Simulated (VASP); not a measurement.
Write the native input for VASP 6.6.1 that does the following.

| Item | Value |
| --- | --- |
| Task | single point |
| Functional | PBE |
| Potentials or basis | VASP PAW PBE potentials, release 64 (Zn, S, O) |
| Cutoff | 520 eV |
| k mesh | 6 × 6 × 2 |
| Occupations | gaussian, width 0.2 eV |
| Spin | no spin polarisation |
| Dipole correction | no |
| Further INCAR settings | ALGO = Normal; EDIFF = 1e-06; NBANDS = 46 |

The structure of Zn4SO3 lies in POSCAR:

```
Zn4SO3
1.0
    3.4236971711      0.0000000000      0.0000000000
   -1.7118485855      2.9650087250      0.0000000000
    0.0000000000      0.0000000000     11.1011806000
Zn S O
4 1 3
Direct
    0.6666666667      0.3333333333      0.0320510000
    0.6666666667      0.3333333333      0.4917760000
    0.0000000000      0.0000000000      0.2620520000
    0.0000000000      0.0000000000      0.7232950000
    0.0000000000      0.0000000000      0.9356130000
    0.6666666667      0.3333333333      0.2112260000
    0.6666666667      0.3333333333      0.6720480000
    0.0000000000      0.0000000000      0.4419390000
```

The input as run:

INCAR

```
PREC = Accurate
ENCUT = 520
EDIFF = 1E-6
ISMEAR = 0
SIGMA = 0.2
LREAL = F
LASPH = T
NELM = 100
ALGO = Normal
ISIF = 2
LWAVE = F
LCHARG = F
GGA = PE
NBANDS = 46
```

KPOINTS

```
regular mesh
0
Gamma
  6 6 2
```

Potentials or basis: VASP PAW PBE potentials, release 64 (Zn, S, O).

The run is started by

```sh
$ cat potpaw_PBE.64/Zn/POTCAR potpaw_PBE.64/S/POTCAR potpaw_PBE.64/O/POTCAR > POTCAR
$ mpirun -np 1 vasp_std > vasp.out
```

Results of the run:

```json
{
 "Pressure": "0.6 GPa",
 "Largest force": "0.055 eV/Å",
 "Band gap on the k mesh": "zero (filled and empty bands touch)"
}
```

It took 43 s on 1 thread of Intel(R) Xeon(R) 6975P-C (Granite Rapids), with other jobs on the host, peak memory 0.26 GiB.
